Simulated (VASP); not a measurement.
# Hf (Im-3m) in VASP: single point with PBEsol+D3(BJ)

Aim: the single point of Hf with PBEsol+D3(BJ).

All numbers are computed with VASP 6.6.1; they aren't measurements. Logs are shortened: lines on timing, memory, paths and dates and some standing lists are left out, and cuts for length are marked.

### 1 The cell of the first run

The structure is cubic, space group Im-3m (No. 229). Conventional cell: a = 3.480 Å, b = 3.480 Å, c = 3.480 Å, α = 90.00°, β = 90.00°, γ = 90.00°. Hf (site symmetry m-3m) has 14 Hf at 3.01 to 3.48 Å within 4.0 Å.

### 2 Single point, PBEsol+D3(BJ)

Contents of INCAR:

```
SYSTEM = Hf
PREC = Accurate ; ENCUT = 520
EDIFF = 1E-6 ; ISMEAR = 0
SIGMA = 0.1 ; LREAL = .False.
LASPH = .True. ; NELM = 100
ALGO = Normal ; ISIF = 2
LWAVE = .False. ; LCHARG = .False.
GGA = PS ; IVDW = 12
NBANDS = 11
```

Contents of KPOINTS:

```
regular mesh
0
Gamma
  7 7 7
  0 0 0
```

Contents of POSCAR:

```
Hf
1.0
   -1.7401180569      1.7401180569      1.7401180569
    1.7401180569     -1.7401180569      1.7401180569
    1.7401180569      1.7401180569     -1.7401180569
Hf
1
Direct
    0.0000000000      0.0000000000      0.0000000000
```

Potentials or basis: VASP PAW PBE potentials, release 64 (Hf_pv).

Started as:

```
$ cat potpaw_PBE.64/Hf_pv/POTCAR > POTCAR
$ mpirun -np 1 vasp_std > vasp.out
```

OUTCAR:

```text
SYSTEM = Hf
   PREC = Accurate
   ENCUT = 520
   EDIFF = 1E-6
   ISMEAR = 0
   LREAL = .False.
   LASPH = .True.
   NELM = 100
   ISIF = 2
   GGA = PS
   IVDW = 12
 IVDW          = 12

 ion  position               nearest neighbor table
   1  0.000  0.000  0.000-

  LATTYP: Found a body centered cubic cell.
 ALAT       =     3.4802361138

  Lattice vectors:

 A1 = (  -1.7401180569,   1.7401180569,   1.7401180569)
 A2 = (   1.7401180569,  -1.7401180569,   1.7401180569)
 A3 = (   1.7401180569,   1.7401180569,  -1.7401180569)

Analysis of symmetry for initial positions (statically):
=====================================================================
 Subroutine PRICEL returns:
 Original cell was already a primitive cell.

 Routine SETGRP: Setting up the symmetry group for a
 body centered cubic supercell.

 Subroutine GETGRP returns: Found 48 space group operations
 (whereof 48 operations were pure point group operations)
 out of a pool of 48 trial point group operations.

The static configuration has the point symmetry O_h .

Analysis of symmetry for dynamics (positions and initial velocities):
=====================================================================
 Subroutine PRICEL returns:
 Original cell was already a primitive cell.

 Routine SETGRP: Setting up the symmetry group for a
 body centered cubic supercell.

 Subroutine GETGRP returns: Found 48 space group operations
 (whereof 48 operations were pure point group operations)
 out of a pool of 48 trial point group operations.

The dynamic configuration has the point symmetry O_h .

 Subroutine INISYM returns: Found 48 space group operations
 (whereof 48 operations are pure point group operations),
 and found     1 'primitive' translations

----------------------------------------------------------------------------------------

                                     Primitive cell

  volume of cell :      21.0764

  direct lattice vectors                    reciprocal lattice vectors
    -1.740118057  1.740118057  1.740118057     0.000000000  0.287336826  0.287336826
     1.740118057 -1.740118057  1.740118057     0.287336826  0.000000000  0.287336826
     1.740118057  1.740118057 -1.740118057     0.287336826  0.287336826  0.000000000

  length of vectors
     3.013972886  3.013972886  3.013972886     0.406355637  0.406355637  0.406355637

  position of ions in fractional coordinates (direct lattice)
[... 78 lines left out ...]
   ISIF   =      2    stress and relaxation
   ISYM   =      2    0-nonsym 1-usesym 2-fastsym
   POTIM  = 0.5000    time-step for ionic-motion
   TEBEG  =    0.0;   TEEND  =   0.0 temperature during run
   PSTRESS=    0.0 pullay stress
   NELECT =      10.0000    total number of electrons
   NUPDOWN=      -1.0000    fix difference up-down
   EMIN   =  10.00;   EMAX   =-10.00  energy-range for DOS
   EFERMI =   0.00;   METHOD = LEGACY
   ISMEAR =     0;   SIGMA  =   0.10  broadening in eV -4-tet -1-fermi 0-gaus
   EFERMI_NEDOS =   21; number of points for ismear=-14 and -15
   IALGO  =     38    algorithm
   IMIX   =      4    mixing-type and parameters
     AMIX     =   0.40;   BMIX     =  1.00
     AMIX_MAG =   1.60;   BMIX_MAG =  1.00
  volume/ion in A,a.u.               =      21.08       142.23
  Fermi-wavevector in a.u.,A,eV,Ry     =   1.276859  2.412913 22.182500  1.630368
  Thomas-Fermi vector in A             =   2.409491
   LORBIT       =      0    0 simple, 1 ext, 2 COOP (PROOUT), +10 PAW based schemes
   GGA     = PS    functional components
   LHFCALC =     F    Hartree Fock is set to
   AEXX    =    0.0000 exact exchange contribution
   IVDW    =    12    specifies the selected vdW correction
   LEPSILON=     F    determine dielectric tensor
   LRPA    =     F    only Hartree local field effects (RPA)
 non-spin polarized calculation
 Gauss-broadening in eV      SIGMA  =   0.10
  energy-cutoff  :      520.00
  volume of cell :       21.08
 maximum number of plane-waves:       581
   NGX = 11   NGY = 11   NGZ = 11

 number of electron      10.0000000 magnetization

 number of electron       9.9999998 magnetization

 Free energy of the ion-electron system (eV)
  ---------------------------------------------------
  ext. energy  EPLUGINS =         0.00000000
  ---------------------------------------------------
  free energy    TOTEN  =       -10.30701516 eV

  energy without entropy =      -10.29326308  energy(sigma->0) =      -10.30013912

 E-fermi :   4.8076     XC(G=0): -11.6716

 val. band max:        4.7891082380   @ k =  -0.4286  -0.4286   0.1429
 cond. band min:       4.8932899834   @ k =   0.2857   0.1429   0.0000
 fundamental gap:      0.1041817455
 Fermi energy:         4.8076216567

 k-point     1 :       0.0000    0.0000    0.0000
  band No.  band energies     occupation
      1     -24.7613      2.00000
      2     -24.7613      2.00000
      3     -24.7613      2.00000
      4      -2.4116      2.00000
      5       6.3568      0.00000
      6       6.3568      0.00000
      7       6.3568      0.00000
      8       9.3313      0.00000
      9       9.3313      0.00000
     10      18.4341      0.00000
     11      18.4341      0.00000
[... 253 lines left out ...]
 k-point    20 :      -0.4286    0.4286    0.4286
  band No.  band energies     occupation
      1     -25.4584      2.00000
      2     -25.4219      2.00000
      3     -25.4219      2.00000
      4       2.2039      2.00000
      5       2.2484      2.00000
      6      10.0098      0.00000
      7      10.0098      0.00000
      8      11.3768      0.00000
      9      11.5988      0.00000
     10      15.0167      0.00000
     11      15.0167      0.00000

------------------------ aborting loop because EDIFF is reached ----------------------------------------

 Edisp (eV)   -0.54454

 E8    (eV) :    -0.4113

  FORCE on cell =-STRESS in cart. coord.  units (eV):
  Direction    XX          YY          ZZ          XY          YZ          ZX
  --------------------------------------------------------------------------------------
  -------------------------------------------------------------------------------------
  Total      -0.10991    -0.10991    -0.10991    -0.00000    -0.00000    -0.00000
  in kB      -8.35535    -8.35535    -8.35535    -0.00000    -0.00000    -0.00000
  external pressure =       -8.36 kB  Pullay stress =        0.00 kB

 VOLUME and BASIS-vectors are now :
 -----------------------------------------------------------------------------
  energy-cutoff  :      520.00
  volume of cell :       21.08
      direct lattice vectors                 reciprocal lattice vectors
    -1.740118057  1.740118057  1.740118057     0.000000000  0.287336826  0.287336826
     1.740118057 -1.740118057  1.740118057     0.287336826  0.000000000  0.287336826
     1.740118057  1.740118057 -1.740118057     0.287336826  0.287336826  0.000000000

 POSITION                                       TOTAL-FORCE (eV/Angst)
 -----------------------------------------------------------------------------------
      0.00000      0.00000      0.00000        -0.000000     -0.000000      0.000000
 -----------------------------------------------------------------------------------
    total drift:                                0.000000      0.000000      0.000000

  FREE ENERGIE OF THE ION-ELECTRON SYSTEM (eV)
  ---------------------------------------------------
  free  energy   TOTEN  =       -10.8515591876 eV

  energy  without entropy=      -10.8378071138  energy(sigma->0) =      -10.84468315
```

Wall time 2.2 s (1 thread of Intel Xeon 6975P-C (Granite Rapids), shared host); peak memory 0.14 GiB.

What came out:

* Free energy: -10.8516 eV
* Pressure: -0.8 GPa
* Band gap on the k mesh: zero (band 5 reaches 6.36 eV, above the bottom of band 6 at 4.34 eV)
* Dispersion energy per atom: -0.545 eV

Levels at points of the mesh, in eV from the Fermi level:
```
           k point  band 2  band 3  band 4  band 5  band 6  band 7  band 8  band 9
(0.00, 0.00, 0.00)  -29.57  -29.57   -7.22    1.55    1.55    1.55    4.52    4.52
```

Caveat: the k points lie up to 0.36 Å⁻¹ apart; three body term missing; the PAW data sets were made with another functional, which shifts forces and pressure a little; spin-orbit coupling is left out, which moves the levels of the heavy elements; pairwise dispersion overbinds metals, which lowers pressure and volume.
